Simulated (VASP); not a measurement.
The system is SrIrO3.

```
Sr Ir O
1.0
     4.00000    0.00000    0.00000
     0.00000    4.00000    0.00000
     0.00000    0.00000    4.00000
Sr Ir O
1 1 3
Direct
  0.00000 0.00000 0.00000
  0.50000 0.50000 0.50000
  0.50000 0.50000 0.00000
  0.00000 0.50000 0.50000
  0.50000 0.00000 0.50000
```

- Program: VASP 6.6.1
- Task: relaxation of cell and atoms
- Functional: LDA
- Potentials or basis: VASP PAW LDA potentials, release 64 (Sr_sv, Ir, O)
- Cutoff: 600 eV
- k mesh: 7 × 7 × 7
- Occupations: fermi-dirac, width 0.1 eV
- Spin: collinear spin
- Starting moments: [0.0, 0.5, 0.0, 0.0, 0.0] μB

At the start: pressure -10.8 GPa; volume 12.80 Å³/atom.

Task: Where does the relaxation end?

Result: Over 3 steps the energy falls by 26.9 meV/atom and the volume is 12.06 Å³/atom (-5.8 %); space group Pm-3m (No. 221, to 0.1 Å) before and after; moment 0.00 μB per cell.

The path:
| step | energy change (eV) | largest force (eV/Å) | pressure (GPa) | volume (Å³) |
| --- | --- | --- | --- | --- |
| 1 | 0.0000 | 0.0000 | -10.78 | 64.00 |
| 2 | 0.0522 | 0.0000 | 16.37 | 56.35 |
| 3 | -0.1345 | 0.0000 | -0.21 | 60.30 |

Final structure:
```
CELL_PARAMETERS angstrom
3.92129 0.00000 0.00000
0.00000 3.92129 0.00000
0.00000 0.00000 3.92129
ATOMIC_POSITIONS crystal
Sr 0.00000 0.00000 0.00000
Ir 0.50000 0.50000 0.50000
O 0.50000 0.50000 0.00000
O 0.00000 0.50000 0.50000
O 0.50000 0.00000 0.50000
```
